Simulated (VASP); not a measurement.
# Ti in VASP: notebook

The runs below take Ti through single point, with r2SCAN.

All numbers are computed with VASP 6.6.1; they aren't measurements. Logs are shortened: lines on timing, memory, paths and dates and some standing lists are left out, and cuts for length are marked.

## Step 1: The cell of the first run

It takes space group Fm-3m (No. 225, cubic). The conventional cell has a = 4.182 Å, b = 4.182 Å, c = 4.182 Å, α = 90.00°, β = 90.00°, γ = 90.00°. Ti (site symmetry m-3m) has 12 Ti at 2.96 Å within 3.9 Å.

## Step 2: Single point, r2SCAN (strain +0.030 along x and y, +0.030 along z)

The input, POSCAR:

```
Ti
1.0
    0.0000000000      2.0909000000      2.0909000000
    2.0909000000      0.0000000000      2.0909000000
    2.0909000000      2.0909000000      0.0000000000
Ti
1
Direct
    0.0000000000      0.0000000000      0.0000000000
```

The input, INCAR.step1:

```
SYSTEM = Ti
PREC = Accurate ; ENCUT = 520
ISMEAR = 0 ; SIGMA = 0.15
LREAL = .False. ; LASPH = .True.
NELM = 60 ; NBANDS = 12
GGA = PE ; ALGO = Normal
EDIFF = 1E-4 ; LWAVE = .True.
LCHARG = .False.
```

The input, INCAR.step2:

```
SYSTEM = Ti
PREC = Accurate ; ENCUT = 520
EDIFF = 1E-6 ; ISMEAR = 0
SIGMA = 0.15 ; LREAL = .False.
LASPH = .True. ; NELM = 60
ALGO = Normal ; ISIF = 2
LWAVE = .False. ; LCHARG = .False.
METAGGA = R2SCAN ; LMIXTAU = .True.
NBANDS = 12 ; ISTART = 1
```

The input, KPOINTS:

```
Automatic mesh
0
Gamma
  20 20 20
  0 0 0
```

Potentials or basis: VASP PAW PBE potentials, release 64 (Ti_sv).

On the command line:

```console
> cat potpaw_PBE.64/Ti_sv/POTCAR > POTCAR
> cp INCAR.step1 INCAR
> mpirun -np 1 vasp_std > vasp.out
> cp INCAR.step2 INCAR
> mpirun -np 1 vasp_std > vasp.out
```

OUTCAR:

```text
SYSTEM = Ti
   PREC = Accurate
   ENCUT = 520
   EDIFF = 1E-6
   ISMEAR = 0
   LREAL = .False.
   LASPH = .True.
   NELM = 60
   ISIF = 2
   METAGGA = R2SCAN
   ISTART = 1

 ion  position               nearest neighbor table
   1  0.000  0.000  0.000-

  LATTYP: Found a face centered cubic cell.
 ALAT       =     4.1818000000

  Lattice vectors:

 A1 = (   0.0000000000,   2.0909000000,   2.0909000000)
 A2 = (   2.0909000000,   0.0000000000,   2.0909000000)
 A3 = (   2.0909000000,   2.0909000000,   0.0000000000)

Analysis of symmetry for initial positions (statically):
=====================================================================
 Subroutine PRICEL returns:
 Original cell was already a primitive cell.

 Routine SETGRP: Setting up the symmetry group for a
 face centered cubic supercell.

 Subroutine GETGRP returns: Found 48 space group operations
 (whereof 48 operations were pure point group operations)
 out of a pool of 48 trial point group operations.

The static configuration has the point symmetry O_h .

Analysis of symmetry for dynamics (positions and initial velocities):
=====================================================================
 Subroutine PRICEL returns:
 Original cell was already a primitive cell.

 Routine SETGRP: Setting up the symmetry group for a
 face centered cubic supercell.

 Subroutine GETGRP returns: Found 48 space group operations
 (whereof 48 operations were pure point group operations)
 out of a pool of 48 trial point group operations.

The dynamic configuration has the point symmetry O_h .

 Subroutine INISYM returns: Found 48 space group operations
 (whereof 48 operations are pure point group operations),
 and found     1 'primitive' translations

----------------------------------------------------------------------------------------

                                     Primitive cell

  volume of cell :      18.2823

  direct lattice vectors                    reciprocal lattice vectors
     0.000000000  2.090900000  2.090900000    -0.239131474  0.239131474  0.239131474
     2.090900000  0.000000000  2.090900000     0.239131474 -0.239131474  0.239131474
     2.090900000  2.090900000  0.000000000     0.239131474  0.239131474 -0.239131474

  length of vectors
     2.956979138  2.956979138  2.956979138     0.414187863  0.414187863  0.414187863

  position of ions in fractional coordinates (direct lattice)
     0.000000000  0.000000000  0.000000000

  ion indices of the primitive-cell ions
   primitive index   ion index
                 1           1

----------------------------------------------------------------------------------------

 KPOINTS: Automatic mesh

Automatic generation of k-mesh.
 Grid dimensions read from file:
 generate k-points for:   20   20   20

 Generating k-lattice:

  Cartesian coordinates                     Fractional coordinates (reciprocal lattice)
    -0.011956574  0.011956574  0.011956574     0.050000000  0.000000000  0.000000000
     0.011956574 -0.011956574  0.011956574     0.000000000  0.050000000  0.000000000
     0.011956574  0.011956574 -0.011956574     0.000000000  0.000000000  0.050000000

  Length of vectors
     0.020709393  0.020709393  0.020709393

  Shift w.r.t. Gamma in fractional coordinates (k-lattice)
     0.000000000  0.000000000  0.000000000

 Subroutine IBZKPT returns following result:
 ===========================================

 Found    256 irreducible k-points:

 Following reciprocal coordinates:
            Coordinates               Weight
  0.000000  0.000000  0.000000      1.000000
  0.050000  0.000000  0.000000      8.000000
  0.100000  0.000000  0.000000      8.000000
  0.150000  0.000000  0.000000      8.000000
  0.200000  0.000000  0.000000      8.000000
  0.250000  0.000000  0.000000      8.000000
[... 16 lines left out ...]
 -0.400000  0.050000  0.000000     24.000000
 -0.350000  0.050000  0.000000     24.000000
 [... further k-points ...]
   k-points           NKPTS =    256   k-points in BZ     NKDIM =    256   number of bands    NBANDS=     12
   number of dos      NEDOS =    301   number of ions     NIONS =      1
   total plane-waves  NPLWV =  13824
   dimension x,y,z NGX =    24 NGY =   24 NGZ =   24
   dimension x,y,z NGXF=    48 NGYF=   48 NGZF=   48
   ions per type =               1
   NGX,Y,Z   is equivalent  to a cutoff of  13.49, 13.49, 13.49 a.u.
   NGXF,Y,Z  is equivalent  to a cutoff of  26.99, 26.99, 26.99 a.u.
 SYSTEM =  Ti
   PREC   = accura    normal or accurate (medium, high low for compatibility)
   ISTART =      1    job   : 0-new  1-cont  2-samecut
   ICHARG =      0    charge: 1-file 2-atom 10-const
   ISPIN  =      1    spin polarized calculation?
   LNONCOLLINEAR =      F non collinear calculations
   LSORBIT =      F    spin-orbit coupling
   LASPH  =      T    aspherical Exc in radial PAW
   ENCUT  =  520.0 eV  38.22 Ry    6.18 a.u.   5.50  5.50  5.50*2*pi/ulx,y,z
   NELM   =     60;   NELMIN=  2; NELMDL=  0     # of ELM steps
   EDIFF  = 0.1E-05   stopping-criterion for ELM
   LREAL  =      F    real-space projection
   EDIFFG = 0.1E-04   stopping-criterion for IOM
   NSW    =      0    number of steps for IOM
   IBRION =     -1    ionic relax: 0-MD 1-quasi-New 2-CG
   NFREE  =      0    steps in history (QN), initial steepest desc. (CG)
   ISIF   =      2    stress and relaxation
   ISYM   =      2    0-nonsym 1-usesym 2-fastsym
   POTIM  = 0.5000    time-step for ionic-motion
   TEBEG  =    0.0;   TEEND  =   0.0 temperature during run
   PSTRESS=    0.0 pullay stress
   NELECT =      12.0000    total number of electrons
   NUPDOWN=      -1.0000    fix difference up-down
   EMIN   =  10.00;   EMAX   =-10.00  energy-range for DOS
   EFERMI =   0.00;   METHOD = LEGACY
   ISMEAR =     0;   SIGMA  =   0.15  broadening in eV -4-tet -1-fermi 0-gaus
   EFERMI_NEDOS =   21; number of points for ismear=-14 and -15
   IALGO  =     38    algorithm
   IMIX   =      4    mixing-type and parameters
     AMIX     =   0.40;   BMIX     =  1.00
     AMIX_MAG =   1.60;   BMIX_MAG =  1.00
  volume/ion in A,a.u.               =      18.28       123.37
  Fermi-wavevector in a.u.,A,eV,Ry     =   1.422739  2.688587 27.540736  2.024187
  Thomas-Fermi vector in A             =   2.543411
   LORBIT       =      0    0 simple, 1 ext, 2 COOP (PROOUT), +10 PAW based schemes
   METAGGA = R2SCAN    functional components
   LHFCALC =     F    Hartree Fock is set to
   AEXX    =    0.0000 exact exchange contribution
   IVDW    =     0    specifies the selected vdW correction
   LEPSILON=     F    determine dielectric tensor
   LRPA    =     F    only Hartree local field effects (RPA)
 non-spin polarized calculation
 Gauss-broadening in eV      SIGMA  =   0.15
  energy-cutoff  :      520.00
  volume of cell :       18.28
 maximum number of plane-waves:       531
 NGX is ok and might be reduce to    24
   NGX = 11   NGY = 11   NGZ = 11

 number of electron      11.9999996 magnetization

 Free energy of the ion-electron system (eV)
  ---------------------------------------------------
  ext. energy  EPLUGINS =         0.00000000
  ---------------------------------------------------
  free energy    TOTEN  =       -12.87553889 eV

  energy without entropy =      -12.85722988  energy(sigma->0) =      -12.86638438

 E-fermi :   7.6893     XC(G=0): -12.1529

 val. band max:        7.6747557599   @ k =  -0.4500   0.3000   0.1500
 cond. band min:       7.6903071826   @ k =   0.3000   0.1000   0.0500
 fundamental gap:      0.0155514227
 Fermi energy:         7.6892914933

 k-point     1 :       0.0000    0.0000    0.0000
  band No.  band energies     occupation
      1     -51.4606      2.00000
      2     -26.3167      2.00000
      3     -26.3166      2.00000
      4     -26.3166      2.00000
      5       1.3415      2.00000
      6       8.6506      0.00000
      7       8.6506      0.00000
      8       8.6506      0.00000
      9      10.3434      0.00000
     10      10.3434      0.00000
     11      23.1997      0.00000
     12      27.8249      0.00000

 k-point     2 :       0.0500    0.0000    0.0000
  band No.  band energies     occupation
      1     -51.4581      2.00000
      2     -26.3315      2.00000
      3     -26.3186      2.00000
      4     -26.3185      2.00000
      5       1.4220      2.00000
      6       8.5990      0.00000
      7       8.6794      0.00000
      8       8.6794      0.00000
      9      10.3243      0.00000
     10      10.3243      0.00000
     11      23.2556      0.00000
     12      27.0851      0.00000

 k-point     3 :       0.1000    0.0000    0.0000
  band No.  band energies     occupation
      1     -51.4507      2.00000
      2     -26.3745      2.00000
      3     -26.3239      2.00000
      4     -26.3239      2.00000
      5       1.6597      2.00000
      6       8.4549      0.00000
      7       8.7572      0.00000
      8       8.7572      0.00000
      9      10.2778      0.00000
     10      10.2778      0.00000
     11      23.3476      0.00000
     12      25.7205      0.00000

 k-point     4 :       0.1500    0.0000    0.0000
  band No.  band energies     occupation
      1     -51.4393      2.00000
      2     -26.4411      2.00000
      3     -26.3323      2.00000
      4     -26.3323      2.00000
      5       2.0421      2.00000
      6       8.2466      0.00000
      7       8.8560      0.00000
      8       8.8560      0.00000
      9      10.2370      0.00000
     10      10.2370      0.00000
     11      23.0927      0.00000
     12      24.5993      0.00000

 k-point     5 :       0.2000    0.0000    0.0000
  band No.  band energies     occupation
      1     -51.4248      2.00000
      2     -26.5243      2.00000
      3     -26.3429      2.00000
      4     -26.3428      2.00000
      5       2.5477      2.00000
      6       8.0135      0.00224
      7       8.9274      0.00000
      8       8.9274      0.00000
      9      10.2552      0.00000
     10      10.2552      0.00000
     11      21.9861      0.00000
     12      24.2085      0.00000
[... 228 lines left out ...]
      1     -51.3556      2.00000
      2     -26.8989      2.00000
      3     -26.4012      2.00000
      4     -26.3954      2.00000
      5       5.1538      2.00000
      6       7.8979      0.04926
      7       8.5744      0.00000
      8       8.6481      0.00000
      9      11.2940      0.00000
     10      11.3927      0.00000
     11      15.7528      0.00000
     12      22.5005      0.00000

 k-point    22 :      -0.4500    0.0500    0.0000
  band No.  band energies     occupation
      1     -51.3565      2.00000
      2     -26.8942      2.00000
      3     -26.4031      2.00000
      4     -26.3922      2.00000
      5       5.1292      2.00000
      6       7.8770      0.07684
      7       8.5781      0.00000
      8       8.6501      0.00000
      9      11.2147      0.00000
     10      11.4270      0.00000
     11      15.8518      0.00000
     12      22.5202      0.00000

 k-point    23 :      -0.4000    0.0500    0.0000
  band No.  band energies     occupation
      1     -51.3623      2.00000
      2     -26.8628      2.00000
      3     -26.4011      2.00000
      4     -26.3856      2.00000
      5       4.9435      2.00000
      6       7.7351      0.66599
      7       8.6092      0.00000
      8       8.6944      0.00000
      9      11.0309      0.00000
     10      11.3303      0.00000
     11      16.4888      0.00000
     12      22.6873      0.00000

 k-point    24 :      -0.3500    0.0500    0.0000
  band No.  band energies     occupation
      1     -51.3726      2.00000
      2     -26.8074      2.00000
      3     -26.3954      2.00000
      4     -26.3762      2.00000
      5       4.5689      2.00000
      6       7.6059      1.56825
      7       8.6833      0.00000
      8       8.7747      0.00000
      9      10.7742      0.00000
     10      11.1388      0.00000
     11      17.5094      0.00000
     12      22.9791      0.00000

 [... further k-points ...]
[... 5 lines left out ...]
  --------------------------------------------------------------------------------------
  -------------------------------------------------------------------------------------
  Total       -0.5606652     -0.5606652     -0.5606652     -0.0000000     -0.0000000      0.0000000
  in kB      -49.1342541    -49.1342541    -49.1342541     -0.0000000     -0.0000000      0.0000000
  external PRESSURE =     -49.1342541 kB  Pullay stress =       0.0000000 kB

 VOLUME and BASIS-vectors are now :
 -----------------------------------------------------------------------------
  energy-cutoff  :      520.00
  volume of cell :       18.28
      direct lattice vectors                 reciprocal lattice vectors
     0.000000000  2.090900000  2.090900000    -0.239131474  0.239131474  0.239131474
     2.090900000  0.000000000  2.090900000     0.239131474 -0.239131474  0.239131474
     2.090900000  2.090900000  0.000000000     0.239131474  0.239131474 -0.239131474

 POSITION                                       TOTAL-FORCE (eV/Angst)
 -----------------------------------------------------------------------------------
      0.00000      0.00000      0.00000         0.000000     -0.000000     -0.000000
 -----------------------------------------------------------------------------------
    total drift:                               -0.000000      0.000000      0.000000

  FREE ENERGIE OF THE ION-ELECTRON SYSTEM (eV)
  ---------------------------------------------------
  free  energy   TOTEN  =       -12.8755388863 eV

  energy  without entropy=      -12.8572298760  energy(sigma->0) =      -12.86638438
```

It took 1.9 min on 1 thread of Intel Xeon Platinum 8488C (Sapphire Rapids), shared host; peak memory 0.18 GiB.

What came out:

```
Free energy            : -12.8755 eV
Pressure               : -4.9 GPa
Band gap on the k mesh : zero (band 6 reaches 8.65 eV, above the bottom of band 7 at 7.29 eV)
```

Caveat: the cell differs from its parent crystal (strain +0.030 along x and y, +0.030 along z); the PAW data sets were made with another functional, which shifts forces and pressure a little.

## Step 3: Single point, r2SCAN (strain -0.030 along x and y, -0.015 along z)

The input, POSCAR:

```
Ti
1.0
    0.0000000000      1.9691000000      1.9995500000
    1.9691000000      0.0000000000      1.9995500000
    1.9691000000      1.9691000000      0.0000000000
Ti
1
Direct
    0.0000000000      0.0000000000      0.0000000000
```

The input, INCAR.step1:

```
ALGO = Normal
EDIFF = 1E-4
ENCUT = 520
GGA = PE
ISMEAR = 0
LASPH = T
LCHARG = F
LREAL = F
LWAVE = T
NBANDS = 12
NELM = 60
PREC = Accurate
SIGMA = 0.15
```

The input, INCAR.step2:

```
ALGO = Normal
EDIFF = 1E-7
ENCUT = 520
ISIF = 2
ISMEAR = 0
ISTART = 1
LASPH = T
LCHARG = F
LMIXTAU = T
LREAL = F
LWAVE = F
METAGGA = R2SCAN
NBANDS = 12
NELM = 60
PREC = Accurate
SIGMA = 0.15
```

The input, KPOINTS:

```
k-points
0
Gamma
  20 20 20
```

Potentials or basis: VASP PAW PBE potentials, release 64 (Ti_sv).

On the command line:

```console
> cat potpaw_PBE.64/Ti_sv/POTCAR > POTCAR
> cp INCAR.step1 INCAR
> mpirun -np 1 vasp_std > vasp.out
> cp INCAR.step2 INCAR
> mpirun -np 1 vasp_std > vasp.out
```

Wall time 4.4 min (1 thread of Intel Xeon Platinum 8488C (Sapphire Rapids), shared host); peak memory 0.24 GiB.

It converged, with:

```yaml
Free_energy: -12.8003 eV
Pressure: 15.7 GPa
Band_gap_on_the_k_mesh: zero (band 6 reaches 10.53 eV, above the bottom of band 7 at 9.01 eV)
```

Stress tensor (GPa, compression positive):
```
15.83  0.00  0.00
 0.00 15.83  0.00
 0.00  0.00 15.32
```

Levels at points of the mesh, in eV from the Fermi level:
```
           k point  band 2  band 3  band 4  band 5  band 6  band 7  band 8  band 9  band 10  band 11
(0.00, 0.00, 0.00)  -33.49  -33.49  -33.49   -6.70    0.98    1.12    1.12    3.07     3.23    16.39
(0.50, 0.00, 0.00)  -34.49  -33.62  -33.60   -2.98    0.79    0.88    1.04    4.33     4.40     9.89
(0.50, 0.50, 0.00)  -34.42  -33.82  -33.82   -3.10   -2.10    3.19    4.43    4.66     4.66    12.26
(0.50, 0.00, 0.50)  -34.42  -33.86  -33.83   -3.11   -2.15    3.53    4.42    4.61     4.72    12.54
```

Caveat: the cell differs from its parent crystal (strain -0.030 along x and y, -0.015 along z); the PAW data sets were made with another functional, which shifts forces and pressure a little.

## Step 4: Single point, r2SCAN (strain -0.030 along x and y, +0.000 along z)

The input, POSCAR:

```
Ti
1.0
    0.0000000000      1.9691000000      2.0300000000
    1.9691000000      0.0000000000      2.0300000000
    1.9691000000      1.9691000000      0.0000000000
Ti
1
Direct
    0.0000000000      0.0000000000      0.0000000000
```

The input, INCAR.step1:

```
SYSTEM = Ti
PREC = Accurate
ENCUT = 520
ISMEAR = 0
SIGMA = 0.15
LREAL = .False.
LASPH = .True.
NELM = 80
NBANDS = 12
GGA = PE
ALGO = Normal
EDIFF = 1E-4
LWAVE = .True.
LCHARG = .False.
```

The input, INCAR.step2:

```
SYSTEM = Ti
PREC = Accurate
ENCUT = 520
EDIFF = 1E-6
ISMEAR = 0
SIGMA = 0.15
LREAL = .False.
LASPH = .True.
NELM = 80
ALGO = Normal
ISIF = 2
LWAVE = .False.
LCHARG = .False.
METAGGA = R2SCAN
LMIXTAU = .True.
NBANDS = 12
ISTART = 1
```

The input, KPOINTS:

```
Automatic mesh
0
Gamma
  20 20 20
  0 0 0
```

On the command line:

```console
> cat potpaw_PBE.64/Ti_sv/POTCAR > POTCAR
> cp INCAR.step1 INCAR
> mpirun -np 1 vasp_std > vasp.out
> cp INCAR.step2 INCAR
> mpirun -np 1 vasp_std > vasp.out
```

It took 3.5 min on 1 thread of Intel Xeon Platinum 8488C (Sapphire Rapids), shared host; peak memory 0.24 GiB.

It converged, with:

| Property | Result |
| --- | --- |
| Free energy | -12.8211 eV |
| Pressure | 13.2 GPa |
| Band gap on the k mesh | zero (band 6 reaches 10.30 eV, above the bottom of band 7 at 8.77 eV) |

Stress tensor (GPa, compression positive):
```
13.56  0.00  0.00
 0.00 13.56  0.00
 0.00  0.00 12.62
```

Levels at points of the mesh, in eV from the Fermi level:
| k point | band 4 | band 5 | band 6 | band 7 | band 8 | band 9 |
| --- | --- | --- | --- | --- | --- | --- |
| (0.00, 0.00, 0.00) | -33.54 | -6.67 | 0.89 | 1.16 | 1.16 | 2.94 |
| (0.50, 0.00, 0.00) | -33.64 | -2.94 | 0.74 | 0.81 | 1.11 | 4.23 |
| (0.50, 0.50, 0.00) | -33.84 | -3.03 | -2.01 | 2.89 | 4.36 | 4.57 |
| (0.50, 0.00, 0.50) | -33.85 | -3.04 | -2.11 | 3.55 | 4.34 | 4.47 |

Caveat: the cell differs from its parent crystal (strain -0.030 along x and y, +0.000 along z); the PAW data sets were made with another functional, which shifts forces and pressure a little.

## Step 5: The runs side by side

| cell | gap on the mesh (eV) | pressure (GPa) |
| --- | --- | --- |
| a = 2.957 Å, angles 60.0°, 1 atom | none | -4.9 |
| a = 2.806, b = 2.806, c = 2.785 Å, angles 60.3, 60.3, 59.5°, 1 atom | none | 15.7 |
| a = 2.828, b = 2.828, c = 2.785 Å, angles 60.5, 60.5, 59.0°, 1 atom | none | 13.2 |

Alike in all rows: task single point; level r2SCAN; potentials or basis VASP PAW PBE potentials, release 64 (Ti_sv); no spin polarisation; k mesh 20 × 20 × 20; cutoff (eV) 520; smearing gaussian 0.15 eV.

Caveats: the PAW data sets were made with another functional, which shifts forces and pressure a little.

Absolute energies hang on the potentials; compare differences alone.
